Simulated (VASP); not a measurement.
Crystal: MgBe.

```xyz
2
Lattice="2.9497 0.0000 0.0000 0.0000 2.9497 0.0000 0.0000 0.0000 3.3582" Properties=species:S:1:pos:R:3 pbc="T T T"
Mg    1.4749    1.4749    1.6791
Be    0.0000    0.0000    0.0000
```

| Property | Result |
| --- | --- |
| Program | VASP 6.6.1 |
| Task | relaxation of cell and atoms |
| Functional | PBE |
| Potentials or basis | VASP PAW PBE potentials, release 64 (Mg, Be) |
| Cutoff | 600 eV |
| k mesh | 6 × 6 × 6 |
| Occupations | gaussian, width 0.1 eV |
| Spin | no spin polarisation |

At the start: pressure 0.4 GPa; volume 14.61 Å³/atom.

How do energy, volume and symmetry change on relaxing?

Over 15 steps the energy falls by 24.8 meV/atom and the volume is 14.53 Å³/atom (-0.5 %); space group Pm-3m (No. 221, to 0.05 Å).

Step by step:
| step | energy change (eV) | largest force (eV/Å) | pressure (GPa) | volume (Å³) |
| --- | --- | --- | --- | --- |
| 1 | 0.0000 | 0.0000 | 0.37 | 29.22 |
| 2 | -0.0049 | 0.0000 | 0.08 | 29.36 |
| 3 | -0.0252 | 0.0000 | -0.93 | 29.77 |
| 4 | -0.0373 | 0.0000 | -2.66 | 30.51 |
| 5 | -0.0397 | 0.0000 | -2.31 | 30.32 |
| 6 | -0.0394 | 0.0000 | -1.97 | 30.17 |
| 7 | -0.0399 | 0.0000 | -2.14 | 30.24 |
| 8 | -0.0424 | 0.0000 | -1.99 | 30.13 |
| 9 | -0.0460 | 0.0000 | -1.50 | 29.84 |
| 10 | -0.0474 | 0.0000 | -0.16 | 29.25 |
| 11 | -0.0479 | 0.0000 | -0.94 | 29.55 |
| 12 | -0.0481 | 0.0000 | -0.79 | 29.48 |
| 13 | -0.0481 | 0.0000 | -0.68 | 29.43 |
| 14 | -0.0487 | 0.0000 | -0.51 | 29.34 |
| 15 | -0.0495 | 0.0000 | 0.03 | 29.07 |

Final structure:
```
CELL_PARAMETERS angstrom
3.09121 0.00000 0.00000
0.00000 3.09121 0.00000
0.00000 0.00000 3.04201
ATOMIC_POSITIONS crystal
Mg 0.50000 0.50000 0.50000
Be 0.00000 0.00000 0.00000
```
